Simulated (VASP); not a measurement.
# PtSe (P6_3mc) in VASP: single point with PBE+U

Aim: the single point of PtSe with PBE+U.

Everything below comes from runs of VASP 6.6.1. Logs are shortened: lines on timing, memory, paths and dates and some standing lists are left out, and cuts for length are marked.

## Step 1: The cell of the first run

The structure is hexagonal, space group P6_3mc (No. 186). The conventional cell has a = 4.291 Å, b = 4.291 Å, c = 7.028 Å, α = 90.00°, β = 90.00°, γ = 120.00°. Pt (site symmetry 3m) has 4 Se at 2.63 Å within 3.5 Å. Within 3.5 Å of Se (site symmetry 3m) lie 4 Pt at 2.63 Å.

## Step 2: Single point, PBE+U, collinear spin, zero start

File INCAR:

```
SYSTEM = PtSe
PREC     = Accurate       ! precision mode
ENCUT    = 520            ! plane-wave cutoff, eV
EDIFF    = 1E-7           ! SCF threshold, eV
ISMEAR   = 0              ! smearing method
SIGMA    = 0.05           ! smearing width, eV
LREAL    = .FALSE.        ! projectors in reciprocal space
LASPH    = .TRUE.         ! aspherical terms in the spheres
NELM     = 150            ! most SCF steps
ALGO     = Normal         ! electronic algorithm
ISIF     = 2              ! what is computed and relaxed
LWAVE    = .FALSE.        ! write WAVECAR
LCHARG   = .FALSE.        ! write CHGCAR
ISPIN    = 2              ! spin polarisation
MAGMOM   = 0 0 0 0        ! initial moments
LORBIT   = 11             ! projections on sites
LMAXMIX  = 4              ! l up to which the mixer works
LDAU     = .TRUE.         ! DFT+U
LDAUTYPE = 2            
LDAUL    = 2 -1           ! shell
LDAUU    = 1 0            ! U, eV
LDAUJ    = 0 0          
LDAUPRINT= 1            
GGA      = PE             ! functional
NBANDS   = 28             ! bands
```

File KPOINTS:

```
Automatic mesh
0
G
  5 5 3
  0 0 0
```

File POSCAR:

```
PtSe
1.0
    4.2914121700      0.0000000000      0.0000000000
   -2.1457060800      3.7164719500      0.0000000000
    0.0000000000      0.0000000000      7.0283423100
Pt Se
2 2
Direct
    0.6666666667      0.3333333333      0.0000000000
    0.3333333333      0.6666666667      0.5000000000
    0.6666666667      0.3333333333      0.6252000000
    0.3333333333      0.6666666667      0.1252000000
```

Potentials or basis: VASP PAW PBE potentials, release 64 (Pt, Se).

Launch:

```bash
cat potpaw_PBE.64/Pt/POTCAR potpaw_PBE.64/Se/POTCAR > POTCAR
mpirun -np 1 vasp_std > vasp.out
```

OUTCAR:

```text
SYSTEM = PtSe
   PREC = Accurate
   ENCUT = 520
   EDIFF = 1E-7
   ISMEAR = 0
   LREAL = .FALSE.
   LASPH = .TRUE.
   NELM = 150
   ISIF = 2
   ISPIN = 2
   LORBIT = 11
   GGA = PE

 ion  position               nearest neighbor table
   1  0.667  0.333  0.000-   4 2.63   4 2.63   4 2.63   3 2.63
   2  0.333  0.667  0.500-   3 2.63   3 2.63   3 2.63   4 2.63
   3  0.667  0.333  0.625-   2 2.63   2 2.63   2 2.63   1 2.63
   4  0.333  0.667  0.125-   1 2.63   1 2.63   1 2.63   2 2.63

  LATTYP: Found a hexagonal cell.
 ALAT       =     4.2914121700
 C/A-ratio  =     1.6377691146

  Lattice vectors:

 A1 = (   4.2914121700,   0.0000000000,   0.0000000000)
 A2 = (  -2.1457060800,   3.7164719500,   0.0000000000)
 A3 = (   0.0000000000,   0.0000000000,   7.0283423100)

Analysis of symmetry for initial positions (statically):
=====================================================================
 Subroutine PRICEL returns:
 Original cell was already a primitive cell.

 Routine SETGRP: Setting up the symmetry group for a
 hexagonal supercell.

 Subroutine GETGRP returns: Found 12 space group operations
 (whereof  6 operations were pure point group operations)
 out of a pool of 24 trial point group operations.

The static configuration has the point symmetry C_3v.
 The point group associated with its full space group is C_6v.

Analysis of symmetry for dynamics (positions and initial velocities):
=====================================================================
 Subroutine PRICEL returns:
 Original cell was already a primitive cell.

 Routine SETGRP: Setting up the symmetry group for a
 hexagonal supercell.

 Subroutine GETGRP returns: Found 12 space group operations
 (whereof  6 operations were pure point group operations)
 out of a pool of 24 trial point group operations.

The dynamic configuration has the point symmetry C_3v.
 The point group associated with its full space group is C_6v.

Analysis of structural, dynamic, and magnetic symmetry:
=====================================================================
 Subroutine PRICEL returns:
 Original cell was already a primitive cell.

 Routine SETGRP: Setting up the symmetry group for a
 hexagonal supercell.

 Subroutine GETGRP returns: Found 12 space group operations
 (whereof  6 operations were pure point group operations)
 out of a pool of 24 trial point group operations.

The overall configuration has the point symmetry C_3v.
 The point group associated with its full space group is C_6v.

 Subroutine INISYM returns: Found 12 space group operations
 (whereof  6 operations are pure point group operations),
 and found     1 'primitive' translations

----------------------------------------------------------------------------------------

                                     Primitive cell

  volume of cell :     112.0944

  direct lattice vectors                    reciprocal lattice vectors
     4.291412170  0.000000000  0.000000000     0.233023527  0.134536196  0.000000000
    -2.145706080  3.716471950  0.000000000     0.000000000  0.269072393  0.000000000
     0.000000000  0.000000000  7.028342310     0.000000000  0.000000000  0.142281061

  length of vectors
     4.291412170  4.291412161  7.028342310     0.269072392  0.269072393  0.142281061

  position of ions in fractional coordinates (direct lattice)
     0.666666667  0.333333333  0.000000000
     0.333333333  0.666666667  0.500000000
     0.666666667  0.333333333  0.625200000
     0.333333333  0.666666667  0.125200000

  ion indices of the primitive-cell ions
   primitive index   ion index
                 1           1
                 2           2
                 3           3
                 4           4

----------------------------------------------------------------------------------------

 KPOINTS: Automatic mesh

Automatic generation of k-mesh.
 Grid dimensions read from file:
 generate k-points for:    5    5    3

[... 95 lines left out ...]
 onsite density matrix

spin component  1

  0.8179  0.0000 -0.0000 -0.0329  0.0000
  0.0000  0.8394  0.0000  0.0000 -0.0329
 -0.0000  0.0000  0.7839  0.0000 -0.0000
 -0.0329  0.0000  0.0000  0.8394 -0.0000
  0.0000 -0.0329 -0.0000 -0.0000  0.8179

spin component  2

  0.8179  0.0000 -0.0000 -0.0329  0.0000
  0.0000  0.8394  0.0000  0.0000 -0.0329
 -0.0000  0.0000  0.7839  0.0000 -0.0000
 -0.0329  0.0000  0.0000  0.8394 -0.0000
  0.0000 -0.0329 -0.0000 -0.0000  0.8179

 occupancies and eigenvectors

  o =  0.7839  v =  0.0000  0.0000  0.0000  0.0000  0.0000 -0.0000 -0.0000 -1.0000 -0.0000 -0.0000      0.0000  0.0000  0.0000  0.0000  0.0000  0.0000  0.0000  0.0000  0.0000  0.0000
  o =  0.7839  v = -0.0000 -0.0000 -1.0000 -0.0000 -0.0000  0.0000  0.0000  0.0000  0.0000  0.0000      0.0000  0.0000  0.0000  0.0000  0.0000  0.0000  0.0000  0.0000  0.0000  0.0000
  o =  0.7940  v =  0.0000  0.0000  0.0000  0.0000  0.0000 -0.2387  0.5611 -0.0000 -0.1732  0.7734      0.0000  0.0000  0.0000  0.0000  0.0000  0.0000  0.0000  0.0000  0.0000  0.0000
  o =  0.7940  v =  0.0000  0.0000  0.0000  0.0000  0.0000 -0.7734 -0.1732  0.0000 -0.5611 -0.2387      0.0000  0.0000  0.0000  0.0000  0.0000  0.0000  0.0000  0.0000  0.0000  0.0000
  o =  0.7940  v = -0.2387  0.5611 -0.0000 -0.1732  0.7734  0.0000  0.0000  0.0000  0.0000  0.0000      0.0000  0.0000  0.0000  0.0000  0.0000  0.0000  0.0000  0.0000  0.0000  0.0000
  o =  0.7940  v = -0.7734 -0.1732  0.0000 -0.5611 -0.2387  0.0000  0.0000  0.0000  0.0000  0.0000      0.0000  0.0000  0.0000  0.0000  0.0000  0.0000  0.0000  0.0000  0.0000  0.0000
  o =  0.8633  v =  0.0000  0.0000  0.0000  0.0000  0.0000  0.1732  0.7734  0.0000 -0.2387 -0.5611      0.0000  0.0000  0.0000  0.0000  0.0000  0.0000  0.0000  0.0000  0.0000  0.0000
  o =  0.8633  v =  0.0000  0.0000  0.0000  0.0000  0.0000 -0.5611  0.2387  0.0000  0.7734 -0.1732      0.0000  0.0000  0.0000  0.0000  0.0000  0.0000  0.0000  0.0000  0.0000  0.0000
  o =  0.8633  v =  0.1732  0.7734  0.0000 -0.2387 -0.5611  0.0000  0.0000  0.0000  0.0000  0.0000      0.0000  0.0000  0.0000  0.0000  0.0000  0.0000  0.0000  0.0000  0.0000  0.0000
  o =  0.8633  v = -0.5611  0.2387  0.0000  0.7734 -0.1732  0.0000  0.0000  0.0000  0.0000  0.0000      0.0000  0.0000  0.0000  0.0000  0.0000  0.0000  0.0000  0.0000  0.0000  0.0000

atom =   2  type =  1  l = 2

 onsite density matrix

spin component  1

  0.8179 -0.0000 -0.0000  0.0329  0.0000
 -0.0000  0.8394 -0.0000  0.0000  0.0329
 -0.0000 -0.0000  0.7839 -0.0000 -0.0000
  0.0329  0.0000 -0.0000  0.8394  0.0000
  0.0000  0.0329 -0.0000  0.0000  0.8179

spin component  2

  0.8179 -0.0000 -0.0000  0.0329  0.0000
 -0.0000  0.8394 -0.0000  0.0000  0.0329
 -0.0000 -0.0000  0.7839 -0.0000 -0.0000
  0.0329  0.0000 -0.0000  0.8394  0.0000
  0.0000  0.0329 -0.0000  0.0000  0.8179

 occupancies and eigenvectors

  o =  0.7839  v =  0.0000  0.0000  0.0000  0.0000  0.0000 -0.0000  0.0000 -1.0000  0.0000 -0.0000      0.0000  0.0000  0.0000  0.0000  0.0000  0.0000  0.0000  0.0000  0.0000  0.0000
  o =  0.7839  v = -0.0000  0.0000 -1.0000  0.0000 -0.0000  0.0000  0.0000  0.0000  0.0000  0.0000      0.0000  0.0000  0.0000  0.0000  0.0000  0.0000  0.0000  0.0000  0.0000  0.0000
  o =  0.7940  v =  0.0000  0.0000  0.0000  0.0000  0.0000 -0.2387 -0.5611 -0.0000  0.1732  0.7734      0.0000  0.0000  0.0000  0.0000  0.0000  0.0000  0.0000  0.0000  0.0000  0.0000
  o =  0.7940  v =  0.0000  0.0000  0.0000  0.0000  0.0000 -0.7734  0.1732  0.0000  0.5611 -0.2387      0.0000  0.0000  0.0000  0.0000  0.0000  0.0000  0.0000  0.0000  0.0000  0.0000
  o =  0.7940  v = -0.2387 -0.5611 -0.0000  0.1732  0.7734  0.0000  0.0000  0.0000  0.0000  0.0000      0.0000  0.0000  0.0000  0.0000  0.0000  0.0000  0.0000  0.0000  0.0000  0.0000
  o =  0.7940  v = -0.7734  0.1732  0.0000  0.5611 -0.2387  0.0000  0.0000  0.0000  0.0000  0.0000      0.0000  0.0000  0.0000  0.0000  0.0000  0.0000  0.0000  0.0000  0.0000  0.0000
  o =  0.8633  v =  0.0000  0.0000  0.0000  0.0000  0.0000  0.1732 -0.7734  0.0000  0.2387 -0.5611      0.0000  0.0000  0.0000  0.0000  0.0000  0.0000  0.0000  0.0000  0.0000  0.0000
  o =  0.8633  v =  0.0000  0.0000  0.0000  0.0000  0.0000 -0.5611 -0.2387  0.0000 -0.7734 -0.1732      0.0000  0.0000  0.0000  0.0000  0.0000  0.0000  0.0000  0.0000  0.0000  0.0000
  o =  0.8633  v =  0.1732 -0.7734  0.0000  0.2387 -0.5611  0.0000  0.0000  0.0000  0.0000  0.0000      0.0000  0.0000  0.0000  0.0000  0.0000  0.0000  0.0000  0.0000  0.0000  0.0000
  o =  0.8633  v = -0.5611 -0.2387  0.0000 -0.7734 -0.1732  0.0000  0.0000  0.0000  0.0000  0.0000      0.0000  0.0000  0.0000  0.0000  0.0000  0.0000  0.0000  0.0000  0.0000  0.0000

 number of electron      32.0000001 magnetization      -0.0000001

 Free energy of the ion-electron system (eV)
  ---------------------------------------------------
  ext. energy  EPLUGINS =         0.00000000
  ---------------------------------------------------
  free energy    TOTEN  =       -16.83409522 eV

  energy without entropy =      -16.82877745  energy(sigma->0) =      -16.83143634

 E-fermi :   2.9987     XC(G=0):  -9.1157

 val. band max:        2.9743262604   @ k =   0.2000   0.0000   0.0000
 cond. band min:       3.0267325731   @ k =   0.4000   0.2000   0.3333
 fundamental gap:      0.0524063127
 Fermi energy:         2.9986643412

 spin component 1

 k-point     1 :       0.0000    0.0000    0.0000
  band No.  band energies     occupation
      1     -10.6639      1.00000
      2     -10.2436      1.00000
      3      -1.8423      1.00000
      4      -1.4175      1.00000
      5      -1.3987      1.00000
      6      -1.3987      1.00000
[... 299 lines left out ...]
     27      13.1390      0.00000
     28      13.7534      0.00000
 Fermi energy:         2.9986643412

 spin component 2

 k-point     1 :       0.0000    0.0000    0.0000
  band No.  band energies     occupation
      1     -10.6639      1.00000
      2     -10.2436      1.00000
      3      -1.8423      1.00000
      4      -1.4175      1.00000
      5      -1.3987      1.00000
      6      -1.3987      1.00000
[... 299 lines left out ...]
     27      13.1390      0.00000
     28      13.7534      0.00000

------------------------ aborting loop because EDIFF is reached ----------------------------------------

  FORCE on cell =-STRESS in cart. coord.  units (eV):
  Direction    XX          YY          ZZ          XY          YZ          ZX
  --------------------------------------------------------------------------------------
  -------------------------------------------------------------------------------------
  Total       -7.5424576     -7.5424576     -8.3208687     -0.0000000     -0.0000000      0.0000000
  in kB     -107.8051397   -107.8051393   -118.9310519     -0.0000001     -0.0000000      0.0000000
  external PRESSURE =    -111.5137770 kB  Pullay stress =       0.0000000 kB

 VOLUME and BASIS-vectors are now :
 -----------------------------------------------------------------------------
  energy-cutoff  :      520.00
  volume of cell :      112.09
      direct lattice vectors                 reciprocal lattice vectors
     4.291412170  0.000000000  0.000000000     0.233023527  0.134536196  0.000000000
    -2.145706080  3.716471950  0.000000000     0.000000000  0.269072393  0.000000000
     0.000000000  0.000000000  7.028342310     0.000000000  0.000000000  0.142281061

 POSITION                                       TOTAL-FORCE (eV/Angst)
 -----------------------------------------------------------------------------------
      2.14571      1.23882      0.00000        -0.000000     -0.000000     -0.142761
      0.00000      2.47765      3.51417        -0.000000      0.000000     -0.142761
      2.14571      1.23882      4.39412         0.000000     -0.000000      0.142761
      0.00000      2.47765      0.87995         0.000000     -0.000000      0.142761
 -----------------------------------------------------------------------------------
    total drift:                                0.000000      0.000000      0.000431

  FREE ENERGIE OF THE ION-ELECTRON SYSTEM (eV)
  ---------------------------------------------------
  free  energy   TOTEN  =       -16.8340952220 eV

  energy  without entropy=      -16.8287774499  energy(sigma->0) =      -16.83143634

 total charge

# of ion       s       p       d       tot
------------------------------------------
    1        0.571   0.309   8.153   9.032
    2        0.571   0.309   8.153   9.032
    3        1.486   2.094   0.064   3.643
    4        1.486   2.094   0.064   3.643
--------------------------------------------------
tot          4.113   4.805  16.433  25.351

 magnetization (x)

# of ion       s       p       d       tot
------------------------------------------
    1       -0.000  -0.000   0.000   0.000
    2       -0.000  -0.000   0.000   0.000
    3       -0.000   0.000   0.000   0.000
    4       -0.000   0.000   0.000   0.000
--------------------------------------------------
tot         -0.000   0.000   0.000   0.000
```

Wall time 1.7 min (1 thread of AMD EPYC 7R43 (Zen 3), shared host); peak memory 0.24 GiB.

What came out:

```
Free energy                                           : -16.8341 eV
Pressure                                              : -11.2 GPa
Largest force                                         : 0.143 eV/Å
Band gap on the k mesh                                : zero (filled and empty bands overlap)
Net moment                                            : 0.00 μB per cell
Valence electrons inside the program's atomic spheres : Pt 9.03; Se 3.64
```

Forces on the atoms (eV/Å):
```
Pt   0.000  0.000 -0.143
Pt   0.000  0.000 -0.143
Se   0.000  0.000  0.143
Se   0.000  0.000  0.143
```

Eigenvalues of the final occupation matrices:
| site | spin | trace | eigenvalues |
| --- | --- | --- | --- |
| site 1 d | 1 | 4.10 | 0.78 0.79 0.79 0.86 0.86 |
| site 1 d | 2 | 4.10 | 0.78 0.79 0.79 0.86 0.86 |
| site 2 d | 1 | 4.10 | 0.78 0.79 0.79 0.86 0.86 |
| site 2 d | 2 | 4.10 | 0.78 0.79 0.79 0.86 0.86 |

Caveat: spin-orbit coupling is left out, which moves the levels of the heavy elements.
